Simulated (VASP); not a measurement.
# Bi (C2/m) in VASP: notebook

The runs below take Bi through single point, with PBE.

All numbers are computed with VASP 6.6.1; they aren't measurements. Logs are shortened: lines on timing, memory, paths and dates and some standing lists are left out, and cuts for length are marked.

**1. The cell of the first run**

It takes space group C2/m (No. 12, monoclinic). The conventional cell has a = 7.855 Å, b = 4.535 Å, c = 4.729 Å, α = 90.00°, β = 123.62°, γ = 90.00°. Within 3.6 Å of Bi (site symmetry m) lie 5 Bi at 2.70 to 3.55 Å.

**2. Single point, PBE (shortest bond scaled by 0.88)**

INCAR

```
SYSTEM = Bi
ALGO = Normal
EDIFF = 1E-6
ENCUT = 520
GGA = PE
ISIF = 2
ISMEAR = -1
LASPH = .TRUE.
LCHARG = .FALSE.
LREAL = .FALSE.
LWAVE = .FALSE.
NBANDS = 22
NELM = 80
PREC = Accurate
SIGMA = 0.05
```

KPOINTS

```
k-points
0
G
  8 8 8
  0 0 0
```

POSCAR

```
Bi
1.0
    2.2675000000      1.3091417354      3.9380000000
   -2.2675000000      1.3091417354      3.9380000000
    0.0000000000     -2.6182834708      3.9380000000
Bi
2
Direct
    0.2059200000      0.2059200000      0.2659200000
    0.7940800000      0.7940800000      0.7340800000
```

Potentials or basis: VASP PAW PBE potentials, release 64 (Bi_d).

Started as:

```console
> cat potpaw_PBE.64/Bi_d/POTCAR > POTCAR
> mpirun -np 1 vasp_std > vasp.out
```

OUTCAR:

```text
SYSTEM = Bi
   EDIFF = 1E-6
   ENCUT = 520
   GGA = PE
   ISIF = 2
   ISMEAR = -1
   LASPH = .TRUE.
   LREAL = .FALSE.
   NELM = 80
   PREC = Accurate

 ion  position               nearest neighbor table
   1  0.206  0.206  0.266-   2 2.70   2 3.12   2 3.12   2 3.55   2 3.55   2 3.88
   2  0.794  0.794  0.734-   1 2.70   1 3.12   1 3.12   1 3.55   1 3.55   1 3.88

  LATTYP: Found a trigonal (rhomboedric) cell.
 ALAT       =     4.7289800521
 COS(alpha) =     0.5401781303

  Lattice vectors:

 A1 = (   2.2675000000,   1.3091417354,   3.9380000000)
 A2 = (  -2.2675000000,   1.3091417354,   3.9380000000)
 A3 = (   0.0000000000,  -2.6182834708,   3.9380000000)

Analysis of symmetry for initial positions (statically):
=====================================================================
 Subroutine PRICEL returns:
 Original cell was already a primitive cell.

 Routine SETGRP: Setting up the symmetry group for a
 trigonal (rhombohedral) supercell.

 Subroutine GETGRP returns: Found  4 space group operations
 (whereof  4 operations were pure point group operations)
 out of a pool of 12 trial point group operations.

The static configuration has the point symmetry C_2h.

Analysis of symmetry for dynamics (positions and initial velocities):
=====================================================================
 Subroutine PRICEL returns:
 Original cell was already a primitive cell.

 Routine SETGRP: Setting up the symmetry group for a
 trigonal (rhombohedral) supercell.

 Subroutine GETGRP returns: Found  4 space group operations
 (whereof  4 operations were pure point group operations)
 out of a pool of 12 trial point group operations.

The dynamic configuration has the point symmetry C_2h.

 Subroutine INISYM returns: Found  4 space group operations
 (whereof  4 operations are pure point group operations),
 and found     1 'primitive' translations

----------------------------------------------------------------------------------------

                                     Primitive cell

  volume of cell :      70.1392

  direct lattice vectors                    reciprocal lattice vectors
     2.267500000  1.309141735  3.938000000     0.220507166  0.127309872  0.084645336
    -2.267500000  1.309141735  3.938000000    -0.220507166  0.127309872  0.084645336
     0.000000000 -2.618283471  3.938000000     0.000000000 -0.254619744  0.084645336

  length of vectors
     4.728980052  4.728980052  4.728980052     0.268320791  0.268320791  0.268320791

  position of ions in fractional coordinates (direct lattice)
     0.205920000  0.205920000  0.265920000
     0.794080000  0.794080000  0.734080000

  ion indices of the primitive-cell ions
   primitive index   ion index
                 1           1
                 2           2

----------------------------------------------------------------------------------------

 KPOINTS: k-points

Automatic generation of k-mesh.
 Grid dimensions read from file:
 generate k-points for:    8    8    8

 Generating k-lattice:

  Cartesian coordinates                     Fractional coordinates (reciprocal lattice)
     0.027563396  0.015913734  0.010580667     0.125000000 -0.000000000 -0.000000000
    -0.027563396  0.015913734  0.010580667    -0.000000000  0.125000000 -0.000000000
     0.000000000 -0.031827468  0.010580667    -0.000000000 -0.000000000  0.125000000

  Length of vectors
     0.033540099  0.033540099  0.033540099

  Shift w.r.t. Gamma in fractional coordinates (k-lattice)
     0.000000000  0.000000000  0.000000000

 Subroutine IBZKPT returns following result:
 ===========================================

 Found    150 irreducible k-points:

 Following reciprocal coordinates:
            Coordinates               Weight
  0.000000  0.000000  0.000000      1.000000
  0.125000  0.000000  0.000000      4.000000
  0.000000  0.000000  0.125000      2.000000
  0.250000  0.000000  0.000000      4.000000
  0.000000  0.000000  0.250000      2.000000
  0.375000  0.000000 -0.000000      4.000000
[... 16 lines left out ...]
  0.125000  0.000000 -0.375000      4.000000
 -0.250000  0.125000  0.000000      4.000000
 [... further k-points ...]
   k-points           NKPTS =    150   k-points in BZ     NKDIM =    150   number of bands    NBANDS=     22
   number of dos      NEDOS =    301   number of ions     NIONS =      2
   total plane-waves  NPLWV =  46656
   dimension x,y,z NGX =    36 NGY =   36 NGZ =   36
   dimension x,y,z NGXF=    72 NGYF=   72 NGZF=   72
   ions per type =               2
   NGX,Y,Z   is equivalent  to a cutoff of  12.66, 12.66, 12.66 a.u.
   NGXF,Y,Z  is equivalent  to a cutoff of  25.31, 25.31, 25.31 a.u.
 SYSTEM =  Bi
   PREC   = accura    normal or accurate (medium, high low for compatibility)
   ISTART =      0    job   : 0-new  1-cont  2-samecut
   ICHARG =      2    charge: 1-file 2-atom 10-const
   ISPIN  =      1    spin polarized calculation?
   LNONCOLLINEAR =      F non collinear calculations
[... 32 lines left out ...]
   IVDW    =     0    specifies the selected vdW correction
   LEPSILON=     F    determine dielectric tensor
   LRPA    =     F    only Hartree local field effects (RPA)
 non-spin polarized calculation
  energy-cutoff  :      520.00
  volume of cell :       70.14
 maximum number of plane-waves:      1934
   NGX = 17   NGY = 17   NGZ = 17

 number of electron      29.9999999 magnetization

 Free energy of the ion-electron system (eV)
  ---------------------------------------------------
  ext. energy  EPLUGINS =         0.00000000
  ---------------------------------------------------
  free energy    TOTEN  =        -7.33481713 eV

  energy without entropy =       -7.33265393  energy(sigma->0) =       -7.33373553

 E-fermi :   6.4675     XC(G=0):  -9.4958

 val. band max:        6.4438633258   @ k =   0.5000   0.5000   0.5000
 cond. band min:       6.4693120853   @ k =  -0.3750   0.2500   0.1250
 fundamental gap:      0.0254487595
 Fermi energy:         6.4674768361

 k-point     1 :       0.0000    0.0000    0.0000
  band No.  band energies     occupation
      1     -16.8406      2.00000
      2     -16.5578      2.00000
      3     -16.5202      2.00000
      4     -16.5187      2.00000
      5     -16.3998      2.00000
      6     -16.2764      2.00000
[... 14 lines left out ...]
     21      12.6759      0.00000
     22      12.7205      0.00000

 k-point     2 :       0.1250    0.0000    0.0000
  band No.  band energies     occupation
      1     -16.8333      2.00000
      2     -16.5536      2.00000
      3     -16.5172      2.00000
      4     -16.5028      2.00000
      5     -16.3939      2.00000
      6     -16.2816      2.00000
[... 14 lines left out ...]
     21      12.4299      0.00000
     22      13.5300      0.00000

 k-point     3 :       0.0000    0.0000    0.1250
  band No.  band energies     occupation
      1     -16.8315      2.00000
      2     -16.5611      2.00000
      3     -16.5113      2.00000
      4     -16.4967      2.00000
      5     -16.3998      2.00000
      6     -16.2763      2.00000
[... 14 lines left out ...]
     21      12.6270      0.00000
     22      13.6738      0.00000

 k-point     4 :       0.2500    0.0000    0.0000
  band No.  band energies     occupation
      1     -16.8145      2.00000
      2     -16.5367      2.00000
      3     -16.5108      2.00000
      4     -16.4651      2.00000
      5     -16.3771      2.00000
      6     -16.2988      2.00000
[... 14 lines left out ...]
     21      12.9945      0.00000
     22      15.6411      0.00000

 k-point     5 :       0.0000    0.0000    0.2500
  band No.  band energies     occupation
      1     -16.8072      2.00000
      2     -16.5539      2.00000
      3     -16.4957      2.00000
      4     -16.4498      2.00000
      5     -16.4008      2.00000
      6     -16.2761      2.00000
[... 417 lines left out ...]
 k-point    22 :       0.3750    0.0000   -0.1250
  band No.  band energies     occupation
      1     -16.7834      2.00000
      2     -16.4998      2.00000
      3     -16.4978      2.00000
      4     -16.4240      2.00000
      5     -16.3622      2.00000
      6     -16.3252      2.00000
[... 14 lines left out ...]
     21      14.8319      0.00000
     22      16.3873      0.00000

 k-point    23 :       0.1250    0.0000   -0.3750
  band No.  band energies     occupation
      1     -16.7698      2.00000
      2     -16.5223      2.00000
      3     -16.4877      2.00000
      4     -16.4039      2.00000
      5     -16.3956      2.00000
      6     -16.2957      2.00000
[... 14 lines left out ...]
     21      14.6921      0.00000
     22      16.5223      0.00000

 k-point    24 :      -0.2500    0.1250    0.0000
  band No.  band energies     occupation
      1     -16.8164      2.00000
      2     -16.5260      2.00000
      3     -16.5012      2.00000
      4     -16.4288      2.00000
      5     -16.3438      2.00000
      6     -16.3339      2.00000
[... 14 lines left out ...]
     21      14.9293      0.00000
     22      15.2312      0.00000

 [... further k-points ...]

------------------------ aborting loop because EDIFF is reached ----------------------------------------

  FORCE on cell =-STRESS in cart. coord.  units (eV):
  Direction    XX          YY          ZZ          XY          YZ          ZX
  --------------------------------------------------------------------------------------
  -------------------------------------------------------------------------------------
  Total        0.6788446      5.4451853      2.4712488      0.0000000      3.2154227      0.0000000
  in kB       15.5067229    124.3833692     56.4502844      0.0000000     73.4493127      0.0000000
  external PRESSURE =      65.4467922 kB  Pullay stress =       0.0000000 kB

 VOLUME and BASIS-vectors are now :
 -----------------------------------------------------------------------------
  energy-cutoff  :      520.00
  volume of cell :       70.14
      direct lattice vectors                 reciprocal lattice vectors
     2.267500000  1.309141735  3.938000000     0.220507166  0.127309872  0.084645336
    -2.267500000  1.309141735  3.938000000    -0.220507166  0.127309872  0.084645336
     0.000000000 -2.618283471  3.938000000     0.000000000 -0.254619744  0.084645336

 POSITION                                       TOTAL-FORCE (eV/Angst)
 -----------------------------------------------------------------------------------
      0.00000     -0.15710      2.66902         0.000000      2.079476      1.898015
      0.00000      0.15710      9.14498         0.000000     -2.079476     -1.898015
 -----------------------------------------------------------------------------------
    total drift:                               -0.000000      0.000000     -0.000000

  FREE ENERGIE OF THE ION-ELECTRON SYSTEM (eV)
  ---------------------------------------------------
  free  energy   TOTEN  =        -7.3348171301 eV

  energy  without entropy=       -7.3326539317  energy(sigma->0) =       -7.33373553
```

It took 67 s on 1 thread of Intel Xeon 6975P-C (Granite Rapids), shared host; peak memory 0.32 GiB.

What came out:

```yaml
Free_energy: -7.3348 eV
Pressure: 6.5 GPa
Largest_force: 2.815 eV/Å
Band_gap_on_the_k_mesh: zero (bands 15 and 16 overlap by 0.06 eV)
```

Forces in eV/Å, atoms in the order of the input:
```
Bi   0.000  2.079  1.898
Bi   0.000 -2.079 -1.898
```

Caveat: the cell differs from its parent crystal (shortest bond scaled by 0.88); the cell stands under pressure; spin-orbit coupling is left out, which moves the levels of the heavy elements; forces of over 1 eV/Å act on the atoms, so gaps and moduli don't describe the material at rest.

**3. Single point, PBE (shortest bond scaled by 0.64)**

INCAR

```
PREC = Accurate ; ENCUT = 520
EDIFF = 1E-6 ; ISMEAR = -1
SIGMA = 0.05 ; LREAL = F
LASPH = T ; NELM = 100
ALGO = Normal ; ISIF = 2
LWAVE = F ; LCHARG = T
GGA = PE ; LELF = T
LVHAR = T ; NBANDS = 22
```

KPOINTS

```
Automatic mesh
0
Gamma
  8 8 8
```

POSCAR

```
Bi
1.0
    2.2675000000      1.3091417354      3.9380000000
   -2.2675000000      1.3091417354      3.9380000000
    0.0000000000     -2.6182834708      3.9380000000
Bi
2
Direct
    0.1497600000      0.1497600000      0.3297600000
    0.8502400000      0.8502400000      0.6702400000
```

Potentials or basis: VASP PAW PBE potentials, release 64 (Bi_d).

Started as:

```console
> cat potpaw_PBE.64/Bi_d/POTCAR > POTCAR
> mpirun -np 1 vasp_std > vasp.out
```

It took 3.3 min on 1 thread of Intel Xeon Platinum 8488C (Sapphire Rapids), shared host; peak memory 0.32 GiB.

The run converged. Its results:

```
Free energy            : 3.3478 eV
Pressure               : 62.6 GPa
Largest force          : 40.129 eV/Å
Band gap on the k mesh : zero (bands 15 and 16 overlap by 1.19 eV)
```

Forces on the atoms (eV/Å):
```
Bi    0.000  34.067  21.208
Bi    0.000 -34.067 -21.208
```

Stress tensor (GPa, compression positive):
```
  2.59   0.00   0.00
  0.00 135.75  79.65
  0.00  79.65  49.42
```

Levels at points of the mesh, in eV from the Fermi level:
| k point | band 12 | band 13 | band 14 | band 15 | band 16 | band 17 | band 18 | band 19 |
| --- | --- | --- | --- | --- | --- | --- | --- | --- |
| (0.00, 0.00, 0.00) | -5.87 | -2.16 | -0.53 | -0.31 | 0.50 | 0.75 | 5.57 | 6.02 |
| (0.50, 0.00, 0.00) | -8.21 | -2.58 | -1.87 | -1.73 | 1.76 | 2.17 | 4.86 | 6.60 |
| (0.00, 0.00, 0.50) | -8.72 | -2.28 | -2.15 | -1.48 | 1.79 | 2.72 | 4.69 | 6.92 |
| (0.50, 0.50, 0.00) | -9.16 | -3.46 | -3.28 | -1.71 | 2.88 | 5.84 | 6.01 | 7.51 |
| (0.50, 0.00, 0.50) | -7.54 | -4.86 | -2.03 | -1.09 | -1.01 | 6.52 | 7.31 | 7.52 |
| (0.50, 0.50, 0.50) | -7.75 | -2.42 | -1.89 | -1.39 | 1.56 | 2.65 | 4.89 | 6.25 |

Caveat: the cell differs from its parent crystal (shortest bond scaled by 0.64); atoms lie so close that the PAW spheres overlap strongly, which falsifies energies and pressures; the cell stands under pressure; spin-orbit coupling is left out, which moves the levels of the heavy elements; forces of over 1 eV/Å act on the atoms, so gaps and moduli don't describe the material at rest.

**4. Single point, PBE (shortest bond scaled by 0.58)**

INCAR

```
  PREC = Accurate
  ENCUT = 520
  EDIFF = 1E-6
  ISMEAR = -1
  SIGMA = 0.05
  LREAL = F
  LASPH = T
  NELM = 100
  ALGO = Normal
  ISIF = 2
  LWAVE = F
  LCHARG = F
  GGA = PE
  NBANDS = 22
```

KPOINTS is that of step 3.

POSCAR

```
Bi
1.0
    2.2675000000      1.3091417354      3.9380000000
   -2.2675000000      1.3091417354      3.9380000000
    0.0000000000     -2.6182834708      3.9380000000
Bi
2
Direct
    0.1357200000      0.1357200000      0.3457200000
    0.8642800000      0.8642800000      0.6542800000
```

Started as:

```console
> cat potpaw_PBE.64/Bi_d/POTCAR > POTCAR
> mpirun -np 1 vasp_std > vasp.out
```

It took 3 min on 1 thread of Intel Xeon Platinum 8488C (Sapphire Rapids), shared host; peak memory 0.32 GiB.

It converged, with:

| Quantity | Value |
| --- | --- |
| Free energy | 13.5521 eV |
| Pressure | 103.6 GPa |
| Largest force | 74.302 eV/Å |
| Band gap on the k mesh | zero (bands 15 and 16 overlap by 1.09 eV) |

Forces on the atoms (eV/Å):
```
Bi    0.000  63.365  38.803
Bi    0.000 -63.365 -38.803
```

Stress tensor (GPa, compression positive):
```
  2.47   0.00   0.00
  0.00 225.88 134.30
  0.00 134.30  82.60
```

Levels at points of the mesh, in eV from the Fermi level:
```csv
k point,band 12,band 13,band 14,band 15,band 16,band 17,band 18,band 19
"(0.00, 0.00, 0.00)",-5.68,-1.87,-1.33,-1.14,0.80,1.08,5.33,5.77
"(0.50, 0.00, 0.00)",-7.95,-3.09,-2.47,-1.43,2.01,2.31,5.07,6.50
"(0.00, 0.00, 0.50)",-8.41,-2.78,-2.74,-1.20,1.99,2.88,4.88,6.78
"(0.50, 0.50, 0.00)",-8.85,-3.86,-3.68,-1.28,2.77,5.90,6.02,7.67
"(0.50, 0.00, 0.50)",-7.28,-5.17,-1.85,-1.65,-0.81,6.36,7.10,7.24
"(0.50, 0.50, 0.50)",-7.55,-2.92,-2.04,-1.60,1.87,2.79,5.16,6.18
```

Caveat: the cell differs from its parent crystal (shortest bond scaled by 0.58); atoms lie so close that the PAW spheres overlap strongly, which falsifies energies and pressures; the cell stands under pressure; spin-orbit coupling is left out, which moves the levels of the heavy elements; forces of over 1 eV/Å act on the atoms, so gaps and moduli don't describe the material at rest.

**5. Single point, PBE (shortest bond scaled by 0.58)**

INCAR

```
SYSTEM = Bi
  ALGO = Normal
  EDIFF = 1E-6
  ENCUT = 520
  GGA = PE
  ISIF = 2
  ISMEAR = -1
  LASPH = .True.
  LCHARG = .False.
  LREAL = .False.
  LWAVE = .False.
  NBANDS = 22
  NELM = 100
  PREC = Accurate
  SIGMA = 0.05
```

KPOINTS

```
k-points
0
Gamma
  8 8 8
  0 0 0
```

POSCAR is that of step 4.

Started as:

```console
> cat potpaw_PBE.64/Bi_d/POTCAR > POTCAR
> mpirun -np 1 vasp_std > vasp.out
```

Run time: 3 min. Hardware: 1 thread of Intel Xeon Platinum 8488C (Sapphire Rapids), shared host; peak memory 0.32 GiB.

Results (log left out):

```
Free energy            : 13.5521 eV
Pressure               : 103.6 GPa
Largest force          : 74.302 eV/Å
Band gap on the k mesh : zero (bands 15 and 16 overlap by 1.09 eV)
```

Forces on the atoms (eV/Å):
```
Bi    0.000  63.365  38.803
Bi    0.000 -63.365 -38.803
```

Stress tensor (GPa, compression positive):
```
  2.47   0.00   0.00
  0.00 225.88 134.30
  0.00 134.30  82.60
```

Levels at points of the mesh, in eV from the Fermi level:
```tsv
k point	band 12	band 13	band 14	band 15	band 16	band 17	band 18	band 19
(0.00, 0.00, 0.00)	-5.68	-1.87	-1.33	-1.14	0.80	1.08	5.33	5.77
(0.50, 0.00, 0.00)	-7.95	-3.09	-2.47	-1.43	2.01	2.31	5.07	6.50
(0.00, 0.00, 0.50)	-8.41	-2.78	-2.74	-1.20	1.99	2.88	4.88	6.78
(0.50, 0.50, 0.00)	-8.85	-3.86	-3.68	-1.28	2.77	5.90	6.02	7.67
(0.50, 0.00, 0.50)	-7.28	-5.17	-1.85	-1.65	-0.81	6.36	7.10	7.24
(0.50, 0.50, 0.50)	-7.55	-2.92	-2.04	-1.60	1.87	2.79	5.16	6.18
```

Caveat: the cell differs from its parent crystal (shortest bond scaled by 0.58); atoms lie so close that the PAW spheres overlap strongly, which falsifies energies and pressures; the cell stands under pressure; spin-orbit coupling is left out, which moves the levels of the heavy elements; forces of over 1 eV/Å act on the atoms, so gaps and moduli don't describe the material at rest.

**6. Summary**

| cell | gap on the mesh (eV) | pressure (GPa) | largest force (eV/Å) |
| --- | --- | --- | --- |
| as given, shortest bond scaled by 0.88 | none | 6.5 | 2.82 |
| as given, shortest bond scaled by 0.64 | none | 62.6 | 40.13 |
| as given, shortest bond scaled by 0.58 | none | 103.6 | 74.30 |

Some of these runs hold the atoms at other places in the same cell, which the table doesn't show; runs alike in all that it shows share one row.

Alike in all rows: task single point; level PBE; potentials or basis VASP PAW PBE potentials, release 64 (Bi_d); no spin polarisation; k mesh 8 × 8 × 8; cutoff (eV) 520; smearing fermi-dirac 0.05 eV.

Caveats: the cell stands under pressure; spin-orbit coupling is left out, which moves the levels of the heavy elements; forces of over 1 eV/Å act on the atoms, so gaps and moduli don't describe the material at rest; atoms lie so close that the PAW spheres overlap strongly, which falsifies energies and pressures (at least some runs).

Absolute energies hang on the potentials; compare differences alone.
